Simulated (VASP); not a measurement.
# TiH5: single point with PBE

TiH5:

```
Ti H
1.0
     3.01177    0.00000    0.00000
    -1.50589    2.60827    0.00000
     0.00000    0.00000    3.89419
Ti H
1 5
Direct
  0.00000 0.00000 0.00000
  0.33333 0.66667 0.76655
  0.66667 0.33333 0.76655
  0.66667 0.33333 0.23345
  0.33333 0.66667 0.23345
  0.00000 0.00000 0.50000
```

```
Program                : VASP 6.6.1
Task                   : single point
Functional             : PBE
Potentials or basis    : VASP PAW PBE potentials, release 64 (Ti_sv, H)
Cutoff                 : 520 eV
k mesh                 : 6 × 6 × 4
Occupations            : gaussian, width 0.1 eV
Spin                   : no spin polarisation
Dipole correction      : no
Further INCAR settings : ALGO = Normal; EDIFF = 1e-07; NBANDS = 18
```

```
Pressure      : -0.4 GPa
Largest force : 0.005 eV/Å
```

Forces in eV/Å, atoms in the order of the input:
```
Ti   0.000  0.000  0.000
H    0.000  0.000 -0.005
H    0.000  0.000 -0.005
H    0.000  0.000  0.005
H    0.000  0.000  0.005
H    0.000  0.000  0.000
```

Levels at points of the mesh, in eV from the Fermi level:
```tsv
k point	band 6	band 7	band 8	band 9	band 10	band 11
(0.00, 0.00, 0.00)	-4.60	-4.29	-0.19	-0.19	1.70	1.70
(0.50, 0.00, 0.00)	-7.23	-4.69	-3.67	1.05	1.12	2.49
(0.00, 0.00, 0.50)	-9.17	-0.12	-0.12	0.37	1.49	1.49
(0.50, 0.00, 0.50)	-6.02	-5.76	-4.12	0.73	1.34	1.79
```

Wall time 5.7 s on 1 thread of Intel(R) Xeon(R) 6975P-C (Granite Rapids), with other jobs on the host, peak memory 0.14 GiB.

Caveat: the k points lie up to 0.40 Å⁻¹ apart.
